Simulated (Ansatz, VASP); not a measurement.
HfNbSe4 in VASP and in Ansatz

```
Hf Nb Se
1.0
     5.60350    0.00000    0.00000
    -2.80175    4.85277    0.00000
     0.00000    0.00000    4.69081
Hf Nb Se
1 1 4
Cartesian
  0.0000 3.2352 0.0000
  2.8018 1.6176 0.0000
  0.0000 0.0000 0.0000
  1.4449 0.8342 2.3454
  4.1586 0.8342 2.3454
  2.8018 3.1844 2.3454
```

Change from the starting cell: species swapped into the HoCo4Cu type (P-6m2, No. 187).

Alike in both runs: functional PBE; k mesh 3 × 3 × 4; occupations gaussian, width 0.1 eV; no spin polarisation.

Ansatz relaxed the structure, and its values are those at the end. VASP's run is a single point on that final structure, the one shown.

```csv
,VASP,Ansatz
version,VASP 6.6.1,Ansatz 0.2.0
potentials or method,"VASP PAW PBE potentials, release 64 (Hf_pv, Nb_sv, Se), cutoff 520 eV","scalar-relativistic, plane waves, PAW"
valence electrons in the cell,47,103
```

```csv
,VASP,Ansatz,Ansatz less VASP
gap on the k mesh at the Fermi level (eV),none,none,-
pressure (GPa),-0.2,-0.1,+0.12
rms of the force components (eV/Å),0.005,0.007,+0.0021
```

A gap of «none» marks a metal or a gap that the smearing closes. VASP's potentials hold 47 valence electrons a cell and Ansatz's 103, so a difference there can come from the potentials and not from the codes.

The k mesh is coarse, so the values compare programs but aren't converged. Neither program's run includes spin-orbit coupling.
